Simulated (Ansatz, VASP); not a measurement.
## HfO2 in VASP and in Ansatz

```
Hf O
1.0
     4.83078    0.00000    0.00000
     0.00000    4.83078    0.00000
     0.00000    0.00000    3.21018
Hf O
2 4
Direct
  0.00000 0.00000 0.96900
  0.50000 0.50000 0.53100
  0.11960 0.72963 0.48830
  0.38040 0.22963 0.01170
  0.61960 0.77037 0.01170
  0.88040 0.27037 0.48830
```

Change from the starting cell: mode 4 frozen in at -0.100 Å and mode 5 at -0.515 Å (largest displacements).

Alike in both runs: task single point; functional PBEsol; k mesh 6 × 6 × 8; occupations gaussian, width 0.05 eV; no spin polarisation.

|  | VASP | Ansatz |
| --- | --- | --- |
| version | VASP 6.6.1 | Ansatz 0.2.0 |
| potentials or method | VASP PAW PBE potentials, release 64 (Hf_pv, O), cutoff 520 eV | scalar-relativistic, plane waves, PAW |
| valence electrons in the cell | 44 | 76 |

Ansatz gave:

| Quantity | Value |
| --- | --- |
| gap on the k mesh at the Fermi level (eV) | 3.32 |
| least direct gap on the mesh (eV) | 3.32 |
| pressure (GPa) | -13.2 |
| traceless stress, the component that is largest in VASP (GPa) | -1.73 |
| rms of the force components (eV/Å) | 0.877 |

Question: What did VASP give for the same quantities?

Answer: gap on the k mesh at the Fermi level (eV): 3.30; least direct gap on the mesh (eV): 3.30; pressure (GPa): -15.8; traceless stress, the component that is largest in VASP (GPa): -1.74; rms of the force components (eV/Å): 0.923.

VASP's potentials were made for PBE, not for PBEsol, and Ansatz warns of the same on its side. Atom by atom the forces differ by 0.046 eV/Å (rms over components). VASP's potentials hold 44 valence electrons a cell and Ansatz's 76, so a difference there can come from the potentials and not from the codes.

Neither program's run includes spin-orbit coupling.
